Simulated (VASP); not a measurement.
# MgO (P6_3mc) in VASP: further runs

Aim: see how the results for MgO move with the level of theory and the settings. Levels: PBE, r2SCAN. Tasks: single point.

Program: VASP 6.6.1. These are calculated values, not measurements. Logs are shortened: lines on timing, memory, paths and dates and some standing lists are left out, and cuts for length are marked.

## Step 1: The cell of the first run

It takes space group P6_3mc (No. 186, hexagonal). Conventional cell: a = 3.288 Å, b = 3.288 Å, c = 5.110 Å, α = 90.00°, β = 90.00°, γ = 120.00°. Mg (site symmetry 3m) has 4 O at 1.98 to 1.99 Å within 2.6 Å. Within 2.6 Å of O (site symmetry 3m) lie 4 Mg at 1.98 to 1.99 Å.

## Step 2: Single point, PBE (uniaxial z strain +1.5%)

Input file INCAR:

```
PREC = Accurate
ENCUT = 520
EDIFF = 1E-6
ISMEAR = -1
SIGMA = 0.02
LREAL = False
LASPH = True
NELM = 100
ALGO = Normal
ISIF = 2
LWAVE = False
LCHARG = False
GGA = PE
NBANDS = 16
```

Input file KPOINTS:

```
Automatic mesh
0
Gamma
  12 12 6
```

Input file POSCAR:

```
MgO
1.0
    3.2882171726      0.0000000000      0.0000000000
   -1.6441085863      2.8476796046      0.0000000000
    0.0000000000      0.0000000000      5.1098819145
Mg O
2 2
Direct
    0.3333333333      0.6666666667     -0.0076843109
    0.6666666667      0.3333333333      0.4923156891
    0.3333333333      0.6666666667      0.3826843109
    0.6666666667      0.3333333333      0.8826843109
```

Potentials or basis: VASP PAW PBE potentials, release 64 (Mg, O).

The run is started by

```console
$ cat potpaw_PBE.64/Mg/POTCAR potpaw_PBE.64/O/POTCAR > POTCAR
$ mpirun -np 1 vasp_std > vasp.out
```

OUTCAR:

```text
PREC = Accurate
   ENCUT = 520
   EDIFF = 1E-6
   ISMEAR = -1
   LREAL = False
   LASPH = True
   NELM = 100
   ISIF = 2
   GGA = PE

 ion  position               nearest neighbor table
   1  0.333  0.667  0.992-   4 1.98   4 1.98   4 1.98   3 1.99   2 3.18   2 3.18   2 3.18   2 3.18
                             2 3.18   2 3.18
   2  0.667  0.333  0.492-   3 1.98   3 1.98   3 1.98   4 1.99   1 3.18   1 3.18   1 3.18   1 3.18
                             1 3.18   1 3.18
   3  0.333  0.667  0.383-   2 1.98   2 1.98   2 1.98   1 1.99
   4  0.667  0.333  0.883-   1 1.98   1 1.98   1 1.98   2 1.99

  LATTYP: Found a hexagonal cell.
 ALAT       =     3.2882171726
 C/A-ratio  =     1.5539976973

  Lattice vectors:

 A1 = (   3.2882171726,   0.0000000000,   0.0000000000)
 A2 = (  -1.6441085863,   2.8476796046,   0.0000000000)
 A3 = (   0.0000000000,   0.0000000000,   5.1098819145)

Analysis of symmetry for initial positions (statically):
=====================================================================
 Subroutine PRICEL returns:
 Original cell was already a primitive cell.

 Routine SETGRP: Setting up the symmetry group for a
 hexagonal supercell.

 Subroutine GETGRP returns: Found 12 space group operations
 (whereof  6 operations were pure point group operations)
 out of a pool of 24 trial point group operations.

The static configuration has the point symmetry C_3v.
 The point group associated with its full space group is C_6v.

Analysis of symmetry for dynamics (positions and initial velocities):
=====================================================================
 Subroutine PRICEL returns:
 Original cell was already a primitive cell.

 Routine SETGRP: Setting up the symmetry group for a
 hexagonal supercell.

 Subroutine GETGRP returns: Found 12 space group operations
 (whereof  6 operations were pure point group operations)
 out of a pool of 24 trial point group operations.

The dynamic configuration has the point symmetry C_3v.
 The point group associated with its full space group is C_6v.

 Subroutine INISYM returns: Found 12 space group operations
 (whereof  6 operations are pure point group operations),
 and found     1 'primitive' translations

----------------------------------------------------------------------------------------

                                     Primitive cell

  volume of cell :      47.8479

  direct lattice vectors                    reciprocal lattice vectors
     3.288217173  0.000000000  0.000000000     0.304116166  0.175581550  0.000000000
    -1.644108586  2.847679605  0.000000000     0.000000000  0.351163101  0.000000000
     0.000000000  0.000000000  5.109881914     0.000000000  0.000000000  0.195699239

  length of vectors
     3.288217173  3.288217173  5.109881914     0.351163101  0.351163101  0.195699239

  position of ions in fractional coordinates (direct lattice)
     0.333333333  0.666666667  0.992315689
     0.666666667  0.333333333  0.492315689
     0.333333333  0.666666667  0.382684311
     0.666666667  0.333333333  0.882684311

  ion indices of the primitive-cell ions
   primitive index   ion index
                 1           1
                 2           2
                 3           3
                 4           4

----------------------------------------------------------------------------------------

 KPOINTS: Automatic mesh

Automatic generation of k-mesh.
 Grid dimensions read from file:
 generate k-points for:   12   12    6

 Generating k-lattice:

  Cartesian coordinates                     Fractional coordinates (reciprocal lattice)
     0.025343014  0.014631796  0.000000000     0.083333333  0.000000000  0.000000000
     0.000000000  0.029263592  0.000000000     0.000000000  0.083333333  0.000000000
     0.000000000  0.000000000  0.032616540     0.000000000  0.000000000  0.166666667

  Length of vectors
     0.029263592  0.029263592  0.032616540

  Shift w.r.t. Gamma in fractional coordinates (k-lattice)
     0.000000000  0.000000000  0.000000000

 Subroutine IBZKPT returns following result:
 ===========================================

 Found     76 irreducible k-points:

 Following reciprocal coordinates:
            Coordinates               Weight
  0.000000  0.000000  0.000000      1.000000
  0.083333  0.000000  0.000000      6.000000
  0.166667  0.000000  0.000000      6.000000
  0.250000  0.000000  0.000000      6.000000
  0.333333  0.000000  0.000000      6.000000
  0.416667  0.000000  0.000000      6.000000
[... 16 lines left out ...]
  0.250000  0.000000  0.166667     12.000000
  0.333333  0.000000  0.166667     12.000000
 [... further k-points ...]
   k-points           NKPTS =     76   k-points in BZ     NKDIM =     76   number of bands    NBANDS=     16
   number of dos      NEDOS =    301   number of ions     NIONS =      4
   total plane-waves  NPLWV =  23040
   dimension x,y,z NGX =    24 NGY =   24 NGZ =   40
   dimension x,y,z NGXF=    48 NGYF=   48 NGZF=   80
   ions per type =               2   2
   NGX,Y,Z   is equivalent  to a cutoff of  12.13, 12.13, 13.01 a.u.
   NGXF,Y,Z  is equivalent  to a cutoff of  24.27, 24.27, 26.03 a.u.
 SYSTEM =  unknown system
   PREC   = accura    normal or accurate (medium, high low for compatibility)
   ISTART =      0    job   : 0-new  1-cont  2-samecut
   ICHARG =      2    charge: 1-file 2-atom 10-const
   ISPIN  =      1    spin polarized calculation?
   LNONCOLLINEAR =      F non collinear calculations
   LSORBIT =      F    spin-orbit coupling
   LASPH  =      T    aspherical Exc in radial PAW
   ENCUT  =  520.0 eV  38.22 Ry    6.18 a.u.   6.11  6.11  9.50*2*pi/ulx,y,z
   NELM   =    100;   NELMIN=  2; NELMDL= -5     # of ELM steps
   EDIFF  = 0.1E-05   stopping-criterion for ELM
   LREAL  =      F    real-space projection
   EDIFFG = 0.1E-04   stopping-criterion for IOM
   NSW    =      0    number of steps for IOM
   IBRION =     -1    ionic relax: 0-MD 1-quasi-New 2-CG
   NFREE  =      0    steps in history (QN), initial steepest desc. (CG)
   ISIF   =      2    stress and relaxation
   ISYM   =      2    0-nonsym 1-usesym 2-fastsym
   POTIM  = 0.5000    time-step for ionic-motion
   TEBEG  =    0.0;   TEEND  =   0.0 temperature during run
   PSTRESS=    0.0 pullay stress
   NELECT =      16.0000    total number of electrons
   NUPDOWN=      -1.0000    fix difference up-down
   EMIN   =  10.00;   EMAX   =-10.00  energy-range for DOS
   EFERMI =   0.00;   METHOD = LEGACY
   ISMEAR =    -1;   SIGMA  =   0.02  broadening in eV -4-tet -1-fermi 0-gaus
   EFERMI_NEDOS =   21; number of points for ismear=-14 and -15
   IALGO  =     38    algorithm
   IMIX   =      4    mixing-type and parameters
     AMIX     =   0.40;   BMIX     =  1.00
     AMIX_MAG =   1.60;   BMIX_MAG =  1.00
  volume/ion in A,a.u.               =      11.96        80.72
  Fermi-wavevector in a.u.,A,eV,Ry     =   1.136303  2.147301 17.567619  1.291184
  Thomas-Fermi vector in A             =   2.273008
   LORBIT       =      0    0 simple, 1 ext, 2 COOP (PROOUT), +10 PAW based schemes
   GGA     = PE    functional components
[... 5 lines left out ...]
 non-spin polarized calculation
  energy-cutoff  :      520.00
  volume of cell :       47.85
 maximum number of plane-waves:      1304
   NGX = 13   NGY = 13   NGZ = 19

 number of electron      16.0000009 magnetization

 Free energy of the ion-electron system (eV)
  ---------------------------------------------------
  ext. energy  EPLUGINS =         0.00000000
  ---------------------------------------------------
  free energy    TOTEN  =       -23.52978950 eV

  energy without entropy =      -23.52978950  energy(sigma->0) =      -23.52978950

 E-fermi :   1.4353     XC(G=0):  -9.6835

 val. band max:        0.9589586008   @ k =   0.0000   0.0000   0.0000
 cond. band min:       4.4730844971   @ k =   0.0000   0.0000   0.0000
 fundamental gap:      3.5141258962
 Fermi energy:         1.4352863995

 k-point     1 :       0.0000    0.0000    0.0000
  band No.  band energies     occupation
      1     -15.1497      2.00000
      2     -14.4108      2.00000
      3      -2.2154      2.00000
      4       0.3879      2.00000
      5       0.3879      2.00000
      6       0.6743      2.00000
[... 8 lines left out ...]
     15      17.6020      0.00000
     16      17.6020      0.00000

 k-point     2 :       0.0833    0.0000    0.0000
  band No.  band energies     occupation
      1     -15.1151      2.00000
      2     -14.3973      2.00000
      3      -2.1463      2.00000
      4       0.2124      2.00000
      5       0.3403      2.00000
      6       0.4370      2.00000
[... 8 lines left out ...]
     15      17.6036      0.00000
     16      17.7705      0.00000

 k-point     3 :       0.1667    0.0000    0.0000
  band No.  band energies     occupation
      1     -15.0170      2.00000
      2     -14.3622      2.00000
      3      -1.9458      2.00000
      4      -0.3187      2.00000
      5       0.0137      2.00000
      6       0.2267      2.00000
[... 8 lines left out ...]
     15      16.5993      0.00000
     16      16.9953      0.00000

 k-point     4 :       0.2500    0.0000    0.0000
  band No.  band energies     occupation
      1     -14.8734      2.00000
      2     -14.3192      2.00000
      3      -1.6370      2.00000
      4      -0.9606      2.00000
      5      -0.4204      2.00000
      6       0.0921      2.00000
[... 8 lines left out ...]
     15      15.8721      0.00000
     16      16.5338      0.00000
[... 324 lines left out ...]
 k-point    22 :       0.1667    0.0000    0.1667
  band No.  band energies     occupation
      1     -14.9753      2.00000
      2     -14.4085      2.00000
      3      -1.8503      2.00000
      4      -0.3680      2.00000
      5      -0.0272      2.00000
      6       0.2544      2.00000
[... 8 lines left out ...]
     15      16.6286      0.00000
     16      16.8310      0.00000

 k-point    23 :       0.2500    0.0000    0.1667
  band No.  band energies     occupation
      1     -14.8374      2.00000
      2     -14.3575      2.00000
      3      -1.6486      2.00000
      4      -0.9495      2.00000
      5      -0.4071      2.00000
      6       0.1258      2.00000
[... 8 lines left out ...]
     15      15.8838      0.00000
     16      16.5329      0.00000

 k-point    24 :       0.3333    0.0000    0.1667
  band No.  band energies     occupation
      1     -14.6848      2.00000
      2     -14.3162      2.00000
      3      -1.6831      2.00000
      4      -1.2411      2.00000
      5      -0.6488      2.00000
      6       0.0095      2.00000
[... 8 lines left out ...]
     15      15.6063      0.00000
     16      16.7083      0.00000

 [... further k-points ...]
[... 5 lines left out ...]
  --------------------------------------------------------------------------------------
  -------------------------------------------------------------------------------------
  Total        0.6148939      0.6148939      0.4259394      0.0000000      0.0000000      0.0000000
  in kB       20.5896179     20.5896179     14.2625092      0.0000000      0.0000000      0.0000000
  external PRESSURE =      18.4805816 kB  Pullay stress =       0.0000000 kB

 VOLUME and BASIS-vectors are now :
 -----------------------------------------------------------------------------
  energy-cutoff  :      520.00
  volume of cell :       47.85
      direct lattice vectors                 reciprocal lattice vectors
     3.288217173  0.000000000  0.000000000     0.304116166  0.175581550  0.000000000
    -1.644108586  2.847679605  0.000000000     0.000000000  0.351163101  0.000000000
     0.000000000  0.000000000  5.109881914     0.000000000  0.000000000  0.195699239

 POSITION                                       TOTAL-FORCE (eV/Angst)
 -----------------------------------------------------------------------------------
     -0.00000      1.89845      5.07062         0.000000     -0.000000     -0.009161
      1.64411      0.94923      2.51568        -0.000000      0.000000     -0.009161
     -0.00000      1.89845      1.95547         0.000000      0.000000      0.009161
      1.64411      0.94923      4.51041        -0.000000     -0.000000      0.009161
 -----------------------------------------------------------------------------------
    total drift:                               -0.000000     -0.000000      0.001267

  FREE ENERGIE OF THE ION-ELECTRON SYSTEM (eV)
  ---------------------------------------------------
  free  energy   TOTEN  =       -23.5297894965 eV

  energy  without entropy=      -23.5297894965  energy(sigma->0) =      -23.52978950
```

Wall time 14 s (1 thread of Intel Xeon 6975P-C (Granite Rapids), shared host); peak memory 0.19 GiB.

Results:

| Item | Value |
| --- | --- |
| Free energy | -23.5298 eV |
| Pressure | 1.8 GPa |
| Largest force | 0.009 eV/Å |
| Band gap on the k mesh | 3.51 eV, direct |

Forces on the atoms (eV/Å):
```
Mg   0.000  0.000 -0.009
Mg   0.000  0.000 -0.009
O    0.000  0.000  0.009
O    0.000  0.000  0.009
```

Levels at points of the mesh, in eV from the valence-band top:
```tsv
k point	band 5	band 6	band 7	band 8	band 9	band 10	band 11	band 12
(0.00, 0.00, 0.00)	-0.57	-0.28	-0.28	0.00	3.51	8.50	10.15	14.36
(0.50, 0.00, 0.00)	-1.63	-1.10	-0.74	-0.40	7.89	8.01	9.24	10.72
(0.00, 0.00, 0.50)	-0.43	-0.43	-0.43	-0.43	5.96	5.96	13.02	13.02
(0.50, 0.00, 0.50)	-0.77	-0.77	-0.66	-0.66	7.41	7.41	10.80	10.80
```

Caveat: the cell differs from its parent crystal (uniaxial z strain +1.5%). A k mesh can miss the band edges.

## Step 3: Single point, r2SCAN (strain -5.0%)

Input file POSCAR:

```
MgO
1.0
    3.1238063140      0.0000000000      0.0000000000
   -1.5619031570      2.7052956244      0.0000000000
    0.0000000000      0.0000000000      4.7826480973
Mg O
2 2
Direct
    0.3333333333      0.6666666667     -0.0113064956
    0.6666666667      0.3333333333      0.4886935044
    0.3333333333      0.6666666667      0.3863064956
    0.6666666667      0.3333333333      0.8863064956
```

Input file INCAR.step1:

```
SYSTEM = MgO
PREC     = Accurate       ! precision mode
ENCUT    = 520            ! plane-wave cutoff, eV
ISMEAR   = 0              ! smearing method
SIGMA    = 0.01           ! smearing width, eV
LREAL    = .False.        ! projectors in reciprocal space
LASPH    = .True.         ! aspherical terms in the spheres
NELM     = 60             ! most SCF steps
NBANDS   = 16             ! bands
GGA      = PE             ! functional
ALGO     = Normal         ! electronic algorithm
EDIFF    = 1E-4           ! SCF threshold, eV
LWAVE    = .True.         ! write WAVECAR
LCHARG   = .False.        ! write CHGCAR
```

Input file INCAR.step2:

```
SYSTEM = MgO
PREC     = Accurate       ! precision mode
ENCUT    = 520            ! plane-wave cutoff, eV
EDIFF    = 1E-7           ! SCF threshold, eV
ISMEAR   = 0              ! smearing method
SIGMA    = 0.01           ! smearing width, eV
LREAL    = .False.        ! projectors in reciprocal space
LASPH    = .True.         ! aspherical terms in the spheres
NELM     = 60             ! most SCF steps
ALGO     = Normal         ! electronic algorithm
ISIF     = 2              ! what is computed and relaxed
LWAVE    = .False.        ! write WAVECAR
LCHARG   = .True.         ! write CHGCAR
METAGGA  = R2SCAN         ! meta-GGA
LMIXTAU  = .True.       
LELF     = .True.         ! ELF
LVHAR    = .True.       
NBANDS   = 16             ! bands
ISTART   = 1
```

Input file KPOINTS:

```
regular mesh
0
Gamma
  12 12 6
  0 0 0
```

Potentials or basis: VASP PAW PBE potentials, release 64 (Mg, O).

The run is started by

```console
$ cat potpaw_PBE.64/Mg/POTCAR potpaw_PBE.64/O/POTCAR > POTCAR
$ cp INCAR.step1 INCAR
$ mpirun -np 1 vasp_std > vasp.out
$ cp INCAR.step2 INCAR
$ mpirun -np 1 vasp_std > vasp.out
```

It took 59 s on 1 thread of Intel Xeon 6975P-C (Granite Rapids), shared host; peak memory 0.19 GiB.

Results (log left out):

| Item | Value |
| --- | --- |
| Free energy | -31.3748 eV |
| Pressure | 26.4 GPa |
| Largest force | 0.006 eV/Å |
| Band gap on the k mesh | 5.14 eV, direct |

Forces in eV/Å, atoms in the order of the input:
```
Mg   0.000  0.000  0.006
Mg   0.000  0.000  0.006
O    0.000  0.000 -0.006
O    0.000  0.000 -0.006
```

Stress tensor (GPa, compression positive):
```
28.65  0.00  0.00
 0.00 28.65  0.00
 0.00  0.00 21.92
```

Levels at points of the mesh, in eV from the valence-band top:
| k point | band 5 | band 6 | band 7 | band 8 | band 9 | band 10 | band 11 | band 12 |
| --- | --- | --- | --- | --- | --- | --- | --- | --- |
| (0.00, 0.00, 0.00) | -0.80 | -0.47 | -0.47 | 0.00 | 5.14 | 10.69 | 12.51 | 16.43 |
| (0.50, 0.00, 0.00) | -1.98 | -1.39 | -0.91 | -0.53 | 9.32 | 9.46 | 11.42 | 12.90 |
| (0.00, 0.00, 0.50) | -0.64 | -0.64 | -0.64 | -0.64 | 7.80 | 7.80 | 15.61 | 15.61 |
| (0.50, 0.00, 0.50) | -0.99 | -0.99 | -0.82 | -0.82 | 8.84 | 8.84 | 13.09 | 13.09 |

Caveat: the cell differs from its parent crystal (strain -5.0%); the PAW data sets were made with another functional, which shifts forces and pressure a little. A k mesh can miss the band edges.

(Part 1 of 2 ends here.)
